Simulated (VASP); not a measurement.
# ZnS (F-43m) in VASP: settings compared

The runs below take ZnS through relaxation of cell and atoms, with PBE, LDA, r2SCAN.

All numbers are computed with VASP 6.6.1; they aren't measurements. Logs are shortened: lines on timing, memory, paths and dates and some standing lists are left out, and cuts for length are marked.

## (1) The cell of the first run

The structure is cubic, space group F-43m (No. 216). The conventional cell has a = 5.404 Å, b = 5.404 Å, c = 5.404 Å, α = 90.00°, β = 90.00°, γ = 90.00°. Within 3.1 Å of Zn (site symmetry -43m) lie 4 S at 2.34 Å. Within 3.1 Å of S (site symmetry -43m) lie 4 Zn at 2.34 Å.

## (2) Relaxation of cell and atoms, PBE

INCAR reads:

```
  PREC = Accurate
  ENCUT = 600
  EDIFF = 1E-6
  ISMEAR = -1
  SIGMA = 0.02
  LREAL = False
  LASPH = True
  NELM = 80
  ALGO = Normal
  ISIF = 3
  LWAVE = False
  LCHARG = False
  GGA = PE
  IBRION = 2
  NSW = 80
  EDIFFG = -0.005
```

KPOINTS reads:

```
regular mesh
0
Gamma
  8 8 8
```

POSCAR reads:

```
ZnS
1.0
    0.0000000000      2.7020000000      2.7020000000
    2.7020000000      0.0000000000      2.7020000000
    2.7020000000      2.7020000000      0.0000000000
Zn S
1 1
Direct
    0.2500000000      0.2500000000      0.2500000000
    0.0000000000      0.0000000000      0.0000000000
```

Potentials or basis: VASP PAW PBE potentials, release 64 (Zn, S).

Launch:

```bash
$ cat potpaw_PBE.64/Zn/POTCAR potpaw_PBE.64/S/POTCAR > POTCAR
$ mpirun -np 1 vasp_std > vasp.out
```

OUTCAR:

```text
PREC = Accurate
   ENCUT = 600
   EDIFF = 1E-6
   ISMEAR = -1
   LREAL = False
   LASPH = True
   NELM = 80
   ISIF = 3
   GGA = PE
   IBRION = 2
   NSW = 80
   EDIFFG = -0.005

 ion  position               nearest neighbor table
   1  0.250  0.250  0.250-   2 2.34   2 2.34   2 2.34   2 2.34
   2  0.000  0.000  0.000-   1 2.34   1 2.34   1 2.34   1 2.34

  LATTYP: Found a face centered cubic cell.
 ALAT       =     5.4040000000

  Lattice vectors:

 A1 = (   0.0000000000,   2.7020000000,   2.7020000000)
 A2 = (   2.7020000000,   0.0000000000,   2.7020000000)
 A3 = (   2.7020000000,   2.7020000000,   0.0000000000)

Analysis of symmetry for initial positions (statically):
=====================================================================
 Subroutine PRICEL returns:
 Original cell was already a primitive cell.

 Routine SETGRP: Setting up the symmetry group for a
 face centered cubic supercell.

 Subroutine GETGRP returns: Found 24 space group operations
 (whereof 24 operations were pure point group operations)
 out of a pool of 48 trial point group operations.

The static configuration has the point symmetry T_d .

Analysis of symmetry for dynamics (positions and initial velocities):
=====================================================================
 Subroutine PRICEL returns:
 Original cell was already a primitive cell.

 Routine SETGRP: Setting up the symmetry group for a
 face centered cubic supercell.

 Subroutine GETGRP returns: Found 24 space group operations
 (whereof 24 operations were pure point group operations)
 out of a pool of 48 trial point group operations.

The dynamic configuration has the point symmetry T_d .

 Subroutine INISYM returns: Found 24 space group operations
 (whereof 24 operations are pure point group operations),
 and found     1 'primitive' translations

----------------------------------------------------------------------------------------

                                     Primitive cell

  volume of cell :      39.4535

  direct lattice vectors                    reciprocal lattice vectors
     0.000000000  2.702000000  2.702000000    -0.185048113  0.185048113  0.185048113
     2.702000000  0.000000000  2.702000000     0.185048113 -0.185048113  0.185048113
     2.702000000  2.702000000  0.000000000     0.185048113  0.185048113 -0.185048113

  length of vectors
     3.821205046  3.821205046  3.821205046     0.320512733  0.320512733  0.320512733

[... 102 lines left out ...]
  Fermi-wavevector in a.u.,A,eV,Ry     =   1.260290  2.381602 21.610537  1.588330
  Thomas-Fermi vector in A             =   2.393807
   LORBIT       =      0    0 simple, 1 ext, 2 COOP (PROOUT), +10 PAW based schemes
   GGA     = PE    functional components
   LHFCALC =     F    Hartree Fock is set to
   AEXX    =    0.0000 exact exchange contribution
   IVDW    =     0    specifies the selected vdW correction
   LEPSILON=     F    determine dielectric tensor
   LRPA    =     F    only Hartree local field effects (RPA)
 conjugate gradient relaxation of ions
 non-spin polarized calculation
  energy-cutoff  :      600.00
  volume of cell :       39.45
 maximum number of plane-waves:      1363
 NGX is ok and might be reduce to    32
   NGX = 15   NGY = 15   NGZ = 15

--------------------------------------- Ionic step        1  -------------------------------------------

 number of electron      17.9999998 magnetization

 Free energy of the ion-electron system (eV)
  ---------------------------------------------------
  ext. energy  EPLUGINS =         0.00000000
  ---------------------------------------------------
  free energy    TOTEN  =        -6.84707379 eV

  energy without entropy =       -6.84707379  energy(sigma->0) =       -6.84707379

------------------------ aborting loop because EDIFF is reached ----------------------------------------

  FORCE on cell =-STRESS in cart. coord.  units (eV):
  Direction    XX          YY          ZZ          XY          YZ          ZX
  --------------------------------------------------------------------------------------
  -------------------------------------------------------------------------------------
  Total        0.4400808      0.4400808      0.4400808     -0.0000000     -0.0000000      0.0000000
  in kB       17.8713343     17.8713343     17.8713343     -0.0000000     -0.0000000      0.0000000
  external PRESSURE =      17.8713343 kB  Pullay stress =       0.0000000 kB
[... 203 lines left out ...]
--------------------------------------- Ionic step        7  -------------------------------------------

 number of electron      18.0000010 magnetization

 Free energy of the ion-electron system (eV)
  ---------------------------------------------------
  ext. energy  EPLUGINS =         0.00000000
  ---------------------------------------------------
  free energy    TOTEN  =        -6.85220001 eV

  energy without entropy =       -6.85220001  energy(sigma->0) =       -6.85220001

 E-fermi :   2.3030     XC(G=0):  -9.5178

 val. band max:        1.8866812885   @ k =   0.0000   0.0000   0.0000
 cond. band min:       3.8972286943   @ k =   0.0000   0.0000   0.0000
 fundamental gap:      2.0105474058
 Fermi energy:         2.3029510015

 k-point     1 :       0.0000    0.0000    0.0000
  band No.  band energies     occupation
      1     -11.0896      2.00000
      2      -4.3599      2.00000
      3      -4.3599      2.00000
      4      -4.3599      2.00000
      5      -3.8896      2.00000
      6      -3.8896      2.00000
      7       1.8867      2.00000
      8       1.8867      2.00000
      9       1.8867      2.00000
     10       3.8972      0.00000
     11       8.2983      0.00000
     12       8.2983      0.00000
     13       8.2983      0.00000
[... 354 lines left out ...]
  band No.  band energies     occupation
      1     -10.0605      2.00000
      2      -4.2360      2.00000
      3      -4.1838      2.00000
      4      -3.9366      2.00000
      5      -3.8773      2.00000
      6      -3.6321      2.00000
      7      -2.8600      2.00000
      8      -0.3800      2.00000
      9       0.4854      2.00000
     10       6.6765      0.00000
     11       7.8744      0.00000
     12       9.6799      0.00000
     13      10.8793      0.00000

 [... further k-points ...]

------------------------ aborting loop because EDIFF is reached ----------------------------------------

  FORCE on cell =-STRESS in cart. coord.  units (eV):
  Direction    XX          YY          ZZ          XY          YZ          ZX
  --------------------------------------------------------------------------------------
  -------------------------------------------------------------------------------------
  Total        0.0064254      0.0064254      0.0064254      0.0000000      0.0000000      0.0000000
  in kB        0.2547668      0.2547668      0.2547668      0.0000000      0.0000000      0.0000000
  external PRESSURE =       0.2547668 kB  Pullay stress =       0.0000000 kB
[... 17 lines left out ...]
  FREE ENERGIE OF THE ION-ELECTRON SYSTEM (eV)
  ---------------------------------------------------
  free  energy   TOTEN  =        -6.8522000132 eV

  energy  without entropy=       -6.8522000131  energy(sigma->0) =       -6.85220001

 reached required accuracy - stopping structural energy minimisation
```

CONTCAR:

```text
ZnS
   1.00000000000000
    -0.0000000000000000    2.7236142215810570    2.7236142215810570
     2.7236142215810570   -0.0000000000000000    2.7236142215810570
     2.7236142215810570    2.7236142215810570    0.0000000000000000
  Zn              S
     1     1
Direct
     0.2500000000000000    0.2500000000000000    0.2500000000000000
     1.0000000000000000    0.0000000000000000    0.0000000000000000

  0.00000000E+00  0.00000000E+00  0.00000000E+00
  0.00000000E+00  0.00000000E+00  0.00000000E+00
```

Wall time 96 s (1 thread of AMD EPYC 7R13, shared host); peak memory 0.16 GiB.

Results:

```
Free energy                           : -6.8522 eV
Relaxed volume                        : 20.20 Å³/atom
Relaxed cell                          : a = 3.852 Å, b = 3.852 Å, c = 3.852 Å, α = 60.00°, β = 60.00°, γ = 60.00°
Space group after relaxing (to 0.1 Å) : F-43m (No. 216)
Energy gained by relaxing             : 2.6 meV/atom
Ionic steps                           : 7
Pressure after relaxing               : 0.0 GPa
Band gap on the k mesh                : 2.01 eV
```

Step by step:
```csv
step,energy change (eV),largest force (eV/Å),pressure (GPa),volume (Å³)
1,0.0000,0.0000,1.79,39.45
2,-0.0046,0.0000,-0.52,40.72
3,-0.0051,0.0000,0.06,40.40
4,-0.0051,0.0000,-0.05,40.43
5,-0.0051,0.0000,0.04,40.40
6,-0.0051,0.0000,-0.04,40.42
7,-0.0051,0.0000,0.03,40.41
```

Final structure:
```
Zn S
1.0
     0.00000    2.72361    2.72361
     2.72361    0.00000    2.72361
     2.72361    2.72361    0.00000
Zn S
1 1
Direct
  0.25000 0.25000 0.25000
  0.00000 0.00000 0.00000
```

Levels at points of the mesh, in eV from the valence-band top:
```tsv
k point	band 5	band 6	band 7	band 8	band 9	band 10	band 11	band 12	band 13
(0.00, 0.00, 0.00)	-5.78	-5.78	0.00	0.00	0.00	2.01	6.41	6.41	6.41
(0.50, 0.00, 0.00)	-5.75	-5.58	-5.14	-0.83	-0.83	3.26	6.94	6.94	8.79
(0.50, 0.50, 0.00)	-5.71	-5.57	-4.46	-2.13	-2.13	3.46	4.07	10.81	11.81
```

## (3) Relaxation of cell and atoms, LDA

This run uses another cell than the first one, of 20.16 Å³/atom.

Edit INCAR of step 2 so:

```diff
@@ -7,3 +7,3 @@
   LASPH = True
-  NELM = 80
+  NELM = 60
   ALGO = Normal
@@ -12,3 +12,2 @@
   LCHARG = False
-  GGA = PE
   IBRION = 2
```

KPOINTS reads:

```
Automatic mesh
0
Gamma
  8 8 8
```

POSCAR reads:

```
ZnS
1.0
    0.0000000000      2.7214990586      2.7214990586
    2.7214990586      0.0000000000      2.7214990586
    2.7214990586      2.7214990586      0.0000000000
Zn S
1 1
Direct
    0.2500000000      0.2500000000      0.2500000000
    0.0000000000      0.0000000000      0.0000000000
```

Potentials or basis: VASP PAW LDA potentials, release 64 (Zn, S).

Launch:

```bash
$ cat potpaw_LDA.64/Zn/POTCAR potpaw_LDA.64/S/POTCAR > POTCAR
$ mpirun -np 1 vasp_std > vasp.out
```

It took 50 s on 1 thread of AMD EPYC 7R13, shared host; peak memory 0.14 GiB.

The run converged. Its results:

```yaml
Free_energy: -8.2085 eV
Relaxed_volume: 18.62 Å³/atom
Relaxed_cell: a = 3.748 Å, b = 3.748 Å, c = 3.748 Å, α = 60.00°, β = 60.00°, γ = 60.00°
Space_group_after_relaxing_to_0.1_Å: F-43m (No. 216)
Energy_gained_by_relaxing: 29.2 meV/atom
Ionic_steps: 3
Pressure_after_relaxing: 0.0 GPa
Band_gap_on_the_k_mesh: 2.15 eV
```

The path:
| step | energy change (eV) | largest force (eV/Å) | pressure (GPa) | volume (Å³) |
| --- | --- | --- | --- | --- |
| 1 | 0.0000 | 0.0000 | -5.64 | 40.31 |
| 2 | -0.0517 | 0.0000 | 2.29 | 36.31 |
| 3 | -0.0585 | 0.0000 | 0.04 | 37.24 |

Final structure:
```cif
data_structure
_symmetry_space_group_name_H-M 'P 1'
_symmetry_Int_Tables_number 1
_cell_length_a 3.7484
_cell_length_b 3.7484
_cell_length_c 3.7484
_cell_angle_alpha 60.000
_cell_angle_beta 60.000
_cell_angle_gamma 60.000
_cell_volume 37.24
loop_
_atom_site_label
_atom_site_type_symbol
_atom_site_fract_x
_atom_site_fract_y
_atom_site_fract_z
_atom_site_occupancy
Zn1 Zn 0.25000 0.25000 0.25000 1
S1 S 0.00000 0.00000 0.00000 1
```

Levels at points of the mesh, in eV from the valence-band top:
```
           k point  band 7  band 8  band 9  band 10  band 11  band 12
(0.00, 0.00, 0.00)    0.00    0.00    0.00     2.15     6.21     6.21
(0.50, 0.00, 0.00)   -5.76   -0.96   -0.96     3.23     6.76     6.76
(0.50, 0.50, 0.00)   -4.90   -2.46   -2.46     3.06     3.89    11.15
```

(Part 1 of 2 ends here.)
